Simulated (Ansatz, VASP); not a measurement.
## One calculation of Ga2O3, two programs

```
Ga O
1.0
     3.82084    0.00000    0.00000
     0.00000    3.82084    0.00000
     0.00000    0.00000    3.82084
Ga O
2 3
Direct
  0.50000 0.50000 0.50000
  0.00000 0.00000 0.00000
  0.50000 0.00000 0.00000
  0.00000 0.50000 0.00000
  0.00000 0.00000 0.50000
```

Alike in both runs: functional PBE; k mesh 4 × 4 × 4; occupations gaussian, width 0.1 eV; collinear spin.

Ansatz relaxed the structure, and its values are those at the end. VASP's run is a single point on that final structure, the one shown.

|  | VASP | Ansatz |
| --- | --- | --- |
| version | VASP 6.6.1 | Ansatz 0.2.0 |
| potentials or method | VASP PAW PBE potentials, release 64 (Ga_d, O), cutoff 520 eV | scalar-relativistic, plane waves, PAW |
| valence electrons in the cell | 44 | 44 |

```csv
,VASP,Ansatz,Ansatz less VASP
gap on the k mesh at the Fermi level (eV),none,none,-
pressure (GPa),0.4,0.0,-0.44
net moment per atom (μB),0.00,0.00,0.000
```

A gap of «none» marks a metal or a gap that the smearing closes. Ansatz's warnings: seeded moment not kept.

The k mesh is coarse, so the values compare programs but aren't converged.
